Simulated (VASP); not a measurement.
Set up this calculation in VASP 6.6.1, as the native input.

- Task: electric field gradients
- Functional: PBE
- Potentials or basis: VASP PAW PBE potentials, release 64 (Sb)
- Cutoff: 520 eV
- k mesh: 19 × 19 × 19
- Occupations: fermi-dirac, width 0.05 eV
- Spin: no spin polarisation
- Dipole correction: no
- Further INCAR settings: ALGO = Normal; EDIFF = 1e-08; NBANDS = 8

The structure of Sb lies in POSCAR:

```
Sb
1.0
   -1.4948990245      1.4948990245      2.4633552032
    1.4948990245     -1.4948990245      2.4633552032
    1.4948990245      1.4948990245     -2.4633552032
Sb
1
Direct
    0.0000000000      0.0000000000      0.0000000000
```

This cell differs from its parent crystal: volume scaled by 0.98.

The input as run:

INCAR

```
PREC = Accurate
ENCUT = 520
EDIFF = 1E-8
ISMEAR = -1
SIGMA = 0.05
LREAL = F
LASPH = T
NELM = 100
ALGO = Normal
ISIF = 2
LWAVE = F
LCHARG = F
GGA = PE
LEFG = T
NBANDS = 8
```

KPOINTS

```
regular mesh
0
Gamma
  19 19 19
```

Potentials or basis: VASP PAW PBE potentials, release 64 (Sb).

Run with:

```sh
$ cat potpaw_PBE.64/Sb/POTCAR > POTCAR
$ mpirun -np 1 vasp_std > vasp.out
```

It gave:

```yaml
Pressure: 22.1 GPa
```

Caveat: without QUAD_EFG the Cq values of the log hold for a quadrupole moment of 1 mb, not for the nuclei.

It took 66 s on 1 thread of Intel(R) Xeon(R) Platinum 8259CL CPU @ 2.50GHz (Skylake/Cascade Lake) (shared host), peak memory 0.22 GiB.
